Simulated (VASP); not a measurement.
Write the native input for VASP 6.6.1 that does the following.

```
Task                   : single point
Functional             : PBE
Potentials or basis    : VASP PAW PBE potentials, release 64 (Ba_sv, Ge_d, P)
Cutoff                 : 520 eV
k mesh                 : 4 × 4 × 4
Occupations            : gaussian, width 0.1 eV
Spin                   : no spin polarisation
Dipole correction      : no
Further INCAR settings : ALGO = Normal; EDIFF = 1e-06; NBANDS = 31
```

The structure of BaGeP4 lies in POSCAR:

```
BaGeP4
1.0
    0.0000000000      4.0232590300      4.0232590300
    4.0232590300      0.0000000000      4.0232590300
    4.0232590300      4.0232590300      0.0000000000
Ba Ge P
1 1 4
Direct
    0.0000000000      0.0000000000      0.0000000000
    0.2500000000      0.2500000000      0.2500000000
    0.6240318200      0.1279045300      0.6240318200
    0.6240318200      0.6240318200      0.1279045300
    0.6240318200      0.6240318200      0.6240318200
    0.1279045300      0.6240318200      0.6240318200
```

One way to write it, as run:

INCAR

```
SYSTEM = BaGeP4
PREC = Accurate ; ENCUT = 520
EDIFF = 1E-6 ; ISMEAR = 0
SIGMA = 0.1 ; LREAL = .FALSE.
LASPH = .TRUE. ; NELM = 100
ALGO = Normal ; ISIF = 2
LWAVE = .FALSE. ; LCHARG = .FALSE.
GGA = PE ; NBANDS = 31
```

KPOINTS

```
Automatic mesh
0
G
  4 4 4
  0 0 0
```

Potentials or basis: VASP PAW PBE potentials, release 64 (Ba_sv, Ge_d, P).

Launch:

```bash
$ cat potpaw_PBE.64/Ba_sv/POTCAR potpaw_PBE.64/Ge_d/POTCAR potpaw_PBE.64/P/POTCAR > POTCAR
$ mpirun -np 1 vasp_std > vasp.out
```

Results of the run:

- Pressure: -4.8 GPa
- Largest force: 0.402 eV/Å
- Band gap on the k mesh: zero (band 22 reaches 6.07 eV, above the bottom of band 23 at 4.59 eV)

Caveat: spin-orbit coupling is left out, which moves the levels of the heavy elements.

Run time: 28 s on 1 thread of Intel(R) Xeon(R) Platinum 8488C (Sapphire Rapids), with other jobs on the host, peak memory 0.26 GiB.
